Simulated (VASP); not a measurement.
# LiRu12 (a cell with a defect) in VASP: single point with PBE

Aim: the single point of LiRu12 (a cell with a defect) with PBE.

Program: VASP 6.6.1. These are calculated values, not measurements. Logs are shortened: lines on timing, memory, paths and dates and some standing lists are left out, and cuts for length are marked.

**1. The cell of the first run**

The cell holds a defect, 13 atoms: a = 5.400 Å, b = 8.100 Å, c = 4.277 Å, α = 90.00°, β = 90.00°, γ = 120.00°.

**2. Single point, PBE**

INCAR reads:

```
SYSTEM = LiRu12
PREC = Accurate
ENCUT = 650
EDIFF = 1E-6
ISMEAR = 0
SIGMA = 0.15
LREAL = .FALSE.
LASPH = .TRUE.
NELM = 120
ALGO = Normal
ISIF = 2
LWAVE = .FALSE.
LCHARG = .FALSE.
GGA = PE
NBANDS = 98
GGA_COMPAT = .FALSE.
```

KPOINTS reads:

```
regular mesh
0
G
  4 3 4
  0 0 0
```

POSCAR reads:

```
LiRu12
1.0
    5.4000000000      0.0000000000      0.0000000000
   -4.0500000000      7.0148060000      0.0000000000
    0.0000000000      0.0000000000      4.2768000000
Ru Li
12 1
Direct
   -0.0385553508      0.0003945939      0.0019598765
    0.1411454566      0.2227840656      0.4887934905
    0.0002718559      0.3304782769     -0.0123386644
    0.1643204658      0.5646566705      0.4995891788
    0.0577584989      0.7254940479     -0.0229042742
    0.1652471712      0.9054016604      0.4870594837
    0.5073491577      0.0166697411     -0.0005345118
    0.6587432444      0.2311835851      0.4978984287
    0.4215130803      0.2954110206     -0.0208457258
    0.6569031519      0.5638881531      0.5260419005
    0.4973473384      0.6671712660      0.0089835859
    0.6464493186      0.8892867458      0.4980246914
    0.7941130641      0.4779514929      1.0949836326
```

Potentials or basis: VASP PAW PBE potentials, release 64 (Ru_pv, Li_sv).

On the command line:

```bash
> cat potpaw_PBE.64/Ru_pv/POTCAR potpaw_PBE.64/Li_sv/POTCAR > POTCAR
> mpirun -np 1 vasp_std > vasp.out
```

OUTCAR:

```text
SYSTEM = LiRu12
   PREC = Accurate
   ENCUT = 650
   EDIFF = 1E-6
   ISMEAR = 0
   LREAL = .FALSE.
   LASPH = .TRUE.
   NELM = 120
   ISIF = 2
   GGA = PE

 ion  position               nearest neighbor table
   1  0.961  0.000  0.002-   9 2.44   7 2.52   5 2.53   3 2.58  12 2.58   2 2.60  11 2.61  12 2.61
                             6 2.64   2 2.69   6 2.74   7 2.88
   2  0.141  0.223  0.489-   9 2.48   9 2.55   3 2.56   3 2.57   1 2.60   6 2.64   8 2.64  12 2.69
                             1 2.69   4 2.71   8 2.76  10 2.78
   3  0.000  0.330  0.988-  13 2.05   9 2.43   2 2.56   2 2.57   1 2.58   7 2.60   8 2.64   4 2.66
                             8 2.71  11 2.71   4 2.74   9 2.99   5 3.06
   4  0.164  0.565  0.500-  13 2.47  11 2.61  12 2.62   5 2.64   3 2.66  10 2.67  11 2.68   2 2.71
                             8 2.72   3 2.74  10 2.74   6 2.76   5 2.79
   5  0.058  0.725  0.977-  13 1.86   7 2.40   6 2.45   6 2.52   1 2.53   4 2.64  11 2.65  10 2.70
                             4 2.79  11 2.82  10 3.01   3 3.06
   6  0.165  0.905  0.487-   5 2.45   5 2.52   7 2.63   1 2.64   2 2.64   8 2.65  12 2.67   7 2.71
                             1 2.74  12 2.74   4 2.76  10 2.76
   7  0.507  0.017  0.999-   5 2.40   1 2.52   9 2.52   3 2.60   8 2.61   8 2.62   6 2.63  12 2.64
                            12 2.65   6 2.71  11 2.80   1 2.88
   8  0.659  0.231  0.498-  13 2.46   7 2.61   9 2.61   7 2.62   3 2.64   2 2.64   6 2.65  10 2.70
                             3 2.71   4 2.72  12 2.74   9 2.74   2 2.76
   9  0.422  0.295  0.979-  13 1.87   3 2.43   1 2.44   2 2.48   7 2.52   2 2.55   8 2.61  10 2.71
                             8 2.74  11 2.83   3 2.99  10 3.01
  10  0.657  0.564  0.526-  13 2.22  11 2.54  11 2.66   4 2.67  12 2.67   5 2.70   8 2.70   9 2.71
                            13 2.73   4 2.74   6 2.76   2 2.78   9 3.01   5 3.01
  11  0.497  0.667  0.009-  10 2.54   1 2.61  12 2.61   4 2.61   5 2.65  10 2.66   4 2.68  12 2.69
                             3 2.71  13 2.74   7 2.80   5 2.82   9 2.83
  12  0.646  0.889  0.498-   1 2.58  11 2.61   1 2.61   4 2.62   7 2.64   7 2.65   6 2.67  10 2.67
                            11 2.69   2 2.69   8 2.74   6 2.74
  13  0.794  0.478  0.095-   5 1.86   9 1.87   3 2.05  10 2.22   8 2.46   4 2.47  10 2.73  11 2.74

  LATTYP: Found a simple monoclinic cell.
 ALAT       =     5.4000000000
 B/A-ratio  =     0.7920000000
 C/A-ratio  =     1.3228756972
 COS(beta)  =    -0.1889822305

  Lattice vectors:

 A1 = (   5.4000000000,   0.0000000000,   0.0000000000)
 A2 = (   0.0000000000,   0.0000000000,   4.2768000000)
 A3 = (  -1.3500000000,  -7.0148060000,   0.0000000000)

Analysis of symmetry for initial positions (statically):
=====================================================================
 Subroutine PRICEL returns:
 Original cell was already a primitive cell.

 Routine SETGRP: Setting up the symmetry group for a
 simple monoclinic supercell.

 Subroutine GETGRP returns: Found  1 space group operations
 (whereof  1 operations were pure point group operations)
 out of a pool of  4 trial point group operations.

The static configuration has the point symmetry C_1 .

Analysis of symmetry for dynamics (positions and initial velocities):
=====================================================================
 Subroutine PRICEL returns:
 Original cell was already a primitive cell.

 Routine SETGRP: Setting up the symmetry group for a
 simple monoclinic supercell.

 Subroutine GETGRP returns: Found  1 space group operations
 (whereof  1 operations were pure point group operations)
 out of a pool of  4 trial point group operations.

The dynamic configuration has the point symmetry C_1 .

 Subroutine INISYM returns: Found  1 space group operations
 (whereof  1 operations are pure point group operations),
 and found     1 'primitive' translations

----------------------------------------------------------------------------------------

                                     Primitive cell

  volume of cell :     162.0050

  direct lattice vectors                    reciprocal lattice vectors
     5.400000000  0.000000000  0.000000000     0.185185185  0.106916713  0.000000000
    -4.050000000  7.014806000  0.000000000     0.000000000  0.142555617  0.000000000
     0.000000000  0.000000000  4.276800000     0.000000000  0.000000000  0.233819678

  length of vectors
     5.400000000  8.100000199  4.276800000     0.213833431  0.142555617  0.233819678

  position of ions in fractional coordinates (direct lattice)
     0.961444649  0.000394594  0.001959877
     0.141145457  0.222784066  0.488793491
     0.000271856  0.330478277  0.987661336
[... 49 lines left out ...]
 ===========================================

 Found     26 irreducible k-points:

 Following reciprocal coordinates:
            Coordinates               Weight
  0.000000  0.000000  0.000000      1.000000
  0.250000  0.000000  0.000000      2.000000
  0.500000  0.000000  0.000000      1.000000
  0.000000  0.333333  0.000000      2.000000
  0.250000  0.333333  0.000000      2.000000
  0.500000  0.333333  0.000000      2.000000
[... 16 lines left out ...]
  0.000000  0.333333  0.500000      2.000000
  0.250000  0.333333  0.500000      2.000000
 [... further k-points ...]
   k-points           NKPTS =     26   k-points in BZ     NKDIM =     26   number of bands    NBANDS=     98
   number of dos      NEDOS =    301   number of ions     NIONS =     13
   total plane-waves  NPLWV = 120960
   dimension x,y,z NGX =    48 NGY =   70 NGZ =   36
   dimension x,y,z NGXF=    96 NGYF=  140 NGZF=   72
   ions per type =              12   1
   NGX,Y,Z   is equivalent  to a cutoff of  14.78, 14.37, 13.99 a.u.
   NGXF,Y,Z  is equivalent  to a cutoff of  29.55, 28.73, 27.99 a.u.
 SYSTEM =  LiRu12
   PREC   = accura    normal or accurate (medium, high low for compatibility)
   ISTART =      0    job   : 0-new  1-cont  2-samecut
   ICHARG =      2    charge: 1-file 2-atom 10-const
   ISPIN  =      1    spin polarized calculation?
   LNONCOLLINEAR =      F non collinear calculations
   LSORBIT =      F    spin-orbit coupling
   LASPH  =      T    aspherical Exc in radial PAW
   ENCUT  =  650.0 eV  47.77 Ry    6.91 a.u.  11.23 16.84  8.89*2*pi/ulx,y,z
   NELM   =    120;   NELMIN=  2; NELMDL= -5     # of ELM steps
   EDIFF  = 0.1E-05   stopping-criterion for ELM
   LREAL  =      F    real-space projection
   EDIFFG = 0.1E-04   stopping-criterion for IOM
   NSW    =      0    number of steps for IOM
   IBRION =     -1    ionic relax: 0-MD 1-quasi-New 2-CG
   NFREE  =      0    steps in history (QN), initial steepest desc. (CG)
   ISIF   =      2    stress and relaxation
   ISYM   =      2    0-nonsym 1-usesym 2-fastsym
   POTIM  = 0.5000    time-step for ionic-motion
   TEBEG  =    0.0;   TEEND  =   0.0 temperature during run
   PSTRESS=    0.0 pullay stress
   NELECT =     171.0000    total number of electrons
   NUPDOWN=      -1.0000    fix difference up-down
   EMIN   =  10.00;   EMAX   =-10.00  energy-range for DOS
   EFERMI =   0.00;   METHOD = LEGACY
   ISMEAR =     0;   SIGMA  =   0.15  broadening in eV -4-tet -1-fermi 0-gaus
   EFERMI_NEDOS =   21; number of points for ismear=-14 and -15
   IALGO  =     38    algorithm
   IMIX   =      4    mixing-type and parameters
     AMIX     =   0.40;   BMIX     =  1.00
     AMIX_MAG =   1.60;   BMIX_MAG =  1.00
  volume/ion in A,a.u.               =      12.46        84.10
  Fermi-wavevector in a.u.,A,eV,Ry     =   1.666853  3.149896 37.802432  2.778400
  Thomas-Fermi vector in A             =   2.752977
   LORBIT       =      0    0 simple, 1 ext, 2 COOP (PROOUT), +10 PAW based schemes
   GGA     = PE    functional components
   LHFCALC =     F    Hartree Fock is set to
   AEXX    =    0.0000 exact exchange contribution
   IVDW    =     0    specifies the selected vdW correction
   LEPSILON=     F    determine dielectric tensor
   LRPA    =     F    only Hartree local field effects (RPA)
 non-spin polarized calculation
 Gauss-broadening in eV      SIGMA  =   0.15
  energy-cutoff  :      650.00
  volume of cell :      162.00
 maximum number of plane-waves:      6124
 NGX is ok and might be reduce to    48
   NGX = 23   NGY = 33   NGZ = 17

 number of electron     171.0000003 magnetization

 Free energy of the ion-electron system (eV)
  ---------------------------------------------------
  ext. energy  EPLUGINS =         0.00000000
  ---------------------------------------------------
  free energy    TOTEN  =      -106.69845288 eV

  energy without entropy =     -106.59688844  energy(sigma->0) =     -106.64767066

 E-fermi :  13.4254     XC(G=0): -14.2383

 val. band max:       13.4122825193   @ k =   0.0000  -0.3333   0.2500
 cond. band min:      13.4322578569   @ k =   0.0000   0.0000   0.5000
 fundamental gap:      0.0199753376
 Fermi energy:        13.4254042217

 k-point     1 :       0.0000    0.0000    0.0000
  band No.  band energies     occupation
      1     -32.8441      2.00000
      2     -30.4563      2.00000
      3     -30.3983      2.00000
      4     -30.2931      2.00000
      5     -30.2705      2.00000
      6     -30.1987      2.00000
[... 2389 lines left out ...]
     96      14.7689      0.00000
     97      14.8530      0.00000

 [... further k-points ...]

 [bands above 97 left out]

------------------------ aborting loop because EDIFF is reached ----------------------------------------

  FORCE on cell =-STRESS in cart. coord.  units (eV):
  Direction    XX          YY          ZZ          XY          YZ          ZX
  --------------------------------------------------------------------------------------
  -------------------------------------------------------------------------------------
  Total       31.0477357     37.1000981     20.6006434      7.0880878      0.5210390     -1.5494461
  in kB      307.0521547    366.9080791    203.7337601     70.0989165      5.1529092    -15.3235255
  external PRESSURE =     292.5646646 kB  Pullay stress =       0.0000000 kB

 VOLUME and BASIS-vectors are now :
 -----------------------------------------------------------------------------
  energy-cutoff  :      650.00
  volume of cell :      162.00
      direct lattice vectors                 reciprocal lattice vectors
     5.400000000  0.000000000  0.000000000     0.185185185  0.106916713  0.000000000
    -4.050000000  7.014806000  0.000000000     0.000000000  0.142555617  0.000000000
     0.000000000  0.000000000  4.276800000     0.000000000  0.000000000  0.233819678

 POSITION                                       TOTAL-FORCE (eV/Angst)
 -----------------------------------------------------------------------------------
      5.19020      0.00277      0.00838         0.062163      0.004821     -0.033884
     -0.14009      1.56279      2.09047         0.010223      0.019235     -0.211284
     -1.33697      2.31824      4.22403        -0.045540      0.052280     -0.229787
     -1.39953      3.96096      2.13664         0.016213      0.011782     -0.058109
     -2.62635      5.08920      4.17884        -0.007559     -0.053359     -0.410296
     -2.77454      6.35122      2.08306        -0.002224     -0.017933     -0.240121
      2.67217      0.11693      4.27451        -0.018593     -0.014366     -0.056327
      2.62092      1.62171      2.12941        -0.007002     -0.034860     -0.082220
      1.07976      2.07225      4.18765        -0.022724      0.033698     -0.381372
      1.26353      3.95557      2.24978        -0.059290      0.047869      0.328833
     -0.01637      4.68008      0.03842        -0.006817     -0.018493      0.076880
     -0.11079      6.23817      2.12995         0.002470      0.011574     -0.076585
      2.35251      3.35274      0.40623         0.078680     -0.042248      1.374272
 -----------------------------------------------------------------------------------
    total drift:                               -0.000266      0.000661     -0.000169

  FREE ENERGIE OF THE ION-ELECTRON SYSTEM (eV)
  ---------------------------------------------------
  free  energy   TOTEN  =      -106.6984528817 eV

  energy  without entropy=     -106.5968884388  energy(sigma->0) =     -106.64767066
```

It took 16 min on 1 thread of Intel Xeon Platinum 8259CL at 2.50GHz (Skylake/Cascade Lake), shared host; peak memory 0.57 GiB.

Results:

* Free energy: -106.6985 eV
* Pressure: 29.3 GPa
* Largest force: 1.377 eV/Å
* Band gap on the k mesh: zero (an odd number of electrons rules out a gap without spin polarisation)

Forces on the atoms (eV/Å):
```
Ru   0.062  0.005 -0.034
Ru   0.010  0.019 -0.211
Ru  -0.046  0.052 -0.230
Ru   0.016  0.012 -0.058
Ru  -0.008 -0.053 -0.410
Ru  -0.002 -0.018 -0.240
Ru  -0.019 -0.014 -0.056
Ru  -0.007 -0.035 -0.082
Ru  -0.023  0.034 -0.381
Ru  -0.059  0.048  0.329
Ru  -0.007 -0.018  0.077
Ru   0.002  0.012 -0.077
Li   0.079 -0.042  1.374
```

Stress tensor (GPa, compression positive):
```
30.71  7.01 -1.53
 7.01 36.69  0.52
-1.53  0.52 20.37
```

Caveat: the k points lie up to 0.37 Å⁻¹ apart, too coarse for converged energies and pressures of a metal; atoms lie so close that the PAW spheres overlap strongly, which falsifies energies and pressures.
